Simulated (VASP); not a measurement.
Here is a VASP 6.6.1 calculation.

INCAR

```
SYSTEM = Si
PREC = Accurate
ENCUT = 520
EDIFF = 1E-6
ISMEAR = 0
SIGMA = 0.05
LREAL = .False.
LASPH = .True.
NELM = 60
ALGO = Normal
ISIF = 2
LWAVE = .False.
LCHARG = .False.
GGA = PE
NBANDS = 16
```

File KPOINTS:

```
regular mesh
0
Gamma
  12 12 6
  0 0 0
```

The input POSCAR:

```
Si
1.0
    3.9202120069      0.0000000000      0.0000000000
   -1.9601060035      3.3950031862      0.0000000000
    0.0000000000      0.0000000000      6.1421881724
Si
4
Direct
    0.3333333333      0.6666666667      0.0582185610
    0.6666666667      0.3333333333      0.5582185610
    0.3333333333      0.6666666667      0.4417814390
    0.6666666667      0.3333333333      0.9417814390
```

Potentials or basis: VASP PAW PBE potentials, release 64 (Si).

Command:

```console
$ cat potpaw_PBE.64/Si/POTCAR > POTCAR
$ mpirun -np 1 vasp_std > vasp.out
```

(1) Estimate the largest force.

(2) Predict the pressure.

(3) What does it give for the band gap on the k mesh?

Answers

(1) 0.178 eV/Å.

(2) 0.0 GPa.

(3) 0.13 eV (least direct gap 0.30 eV).
